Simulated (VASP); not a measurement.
RbLuO2, 4 atoms in the cell. Symmetry: R-3m, No. 166, trigonal system. Conventional cell: a = 3.389 Å, b = 3.389 Å, c = 19.086 Å, α = 90.00°, β = 90.00°, γ = 120.00°. Rb (site symmetry -3m) has 6 O at 2.87 Å and 6 Rb at 3.39 Å and 6 Lu at 3.73 Å within 3.8 Å. Lu (site symmetry -3m) has 6 O at 2.23 Å within 3.0 Å. O (site symmetry 3m) has 3 Lu at 2.23 Å and 3 Rb at 2.87 Å and 3 O at 2.91 Å within 3.0 Å. 

- Program: VASP 6.6.1
- Task: electric field gradients
- Functional: PBEsol
- Potentials or basis: VASP PAW PBE potentials, release 64 (Rb_sv, Lu, O)
- Cutoff: 520 eV
- k mesh: 10 × 10 × 10
- Occupations: fermi-dirac, width 0.03 eV
- Spin: no spin polarisation
- Dipole correction: no
- Further INCAR settings: ALGO = Normal; EDIFF = 1e-08; NBANDS = 31

Potentials or basis: VASP PAW PBE potentials, release 64 (Rb_sv, Lu, O).

The run is started by

```sh
$ cat potpaw_PBE.64/Rb_sv/POTCAR potpaw_PBE.64/Lu/POTCAR potpaw_PBE.64/O/POTCAR > POTCAR
$ mpirun -np 1 vasp_std > vasp.out
```

Hardware: 1 thread of AMD EPYC 9755 128-Core Processor, with other jobs on the host.

**Question.** Estimate the wall time of this run.

**Answer.** It took 32 min on 1 thread of AMD EPYC 9755 128-Core Processor, with other jobs on the host, peak memory 0.48 GiB. Counts: scf iterations 18, k points 116.
